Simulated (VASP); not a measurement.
TmC, 2 atoms in the cell. It takes space group Pm-3m (No. 221, cubic). Conventional cell: a = 2.981 Å, b = 2.981 Å, c = 2.981 Å, α = 90.00°, β = 90.00°, γ = 90.00°. Within 3.4 Å of Tm (site symmetry m-3m) lie 8 C at 2.58 Å and 6 Tm at 2.98 Å. Within 3.4 Å of C (site symmetry m-3m) lie 8 Tm at 2.58 Å and 6 C at 2.98 Å. 

* Program: VASP 6.6.1
* Task: single point
* Functional: PBEsol
* Potentials or basis: VASP PAW PBE potentials, release 64 (Tm, C)
* Cutoff: 520 eV
* k mesh: 10 × 10 × 10
* Occupations: gaussian, width 0.05 eV
* Spin: collinear spin, ferromagnetic start
* Starting moments: [1.43, 0.0] μB
* Dipole correction: no
* Further INCAR settings: ALGO = Normal; EDIFF = 1e-06; NBANDS = 24

Potentials or basis: VASP PAW PBE potentials, release 64 (Tm, C).

Launch:

```sh
$ cat potpaw_PBE.64/Tm/POTCAR potpaw_PBE.64/C/POTCAR > POTCAR
$ mpirun -np 1 vasp_std > vasp.out
```

Hardware: 1 thread of AMD EPYC 7R13 (shared host).

**Question.** How long does it take, and how much memory?

**Answer.** Wall time 6 min on 1 thread of AMD EPYC 7R13, with other jobs on the host, peak memory 0.18 GiB. Counts: scf iterations 43, k points 56.
